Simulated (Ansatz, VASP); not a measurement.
**C in VASP and in Ansatz**

```
CELL_PARAMETERS angstrom
1.23328 -2.13604 0.00000
1.23328 2.13604 0.00000
0.00000 0.00000 8.70703
ATOMIC_POSITIONS crystal
C 0.12331 0.87669 0.77973
C 0.54335 0.45665 0.22027
C 0.87669 0.12331 0.22027
C 0.45665 0.54335 0.77973
```

Change from the starting cell: mode 1 frozen in at -0.171 Å and mode 6 at +0.256 Å (largest displacements).

Alike in both runs: task single point; functional PBE; k mesh 18 × 18 × 6; occupations gaussian, width 0.15 eV; no spin polarisation.

```csv
,VASP,Ansatz
version,VASP 6.6.1,Ansatz 0.2.0
potentials or method,"VASP PAW PBE potentials, release 64 (C), cutoff 520 eV","scalar-relativistic, plane waves, PAW"
valence electrons in the cell,16,16
```

|  | VASP | Ansatz | Ansatz less VASP |
| --- | --- | --- | --- |
| gap on the k mesh at the Fermi level (eV) | 0.06 | 0.06 | 0.000 |
| least direct gap on the mesh (eV) | 0.06 | 0.06 | 0.000 |
| pressure (GPa) | 0.4 | 0.1 | -0.34 |
| traceless stress, the component that is largest in VASP (GPa) | -0.25 | 0.17 | +0.415 |
| rms of the force components (eV/Å) | 0.006 | 0.006 | 0.0000 |

Atom by atom the forces differ by 0.000 eV/Å (rms over components).
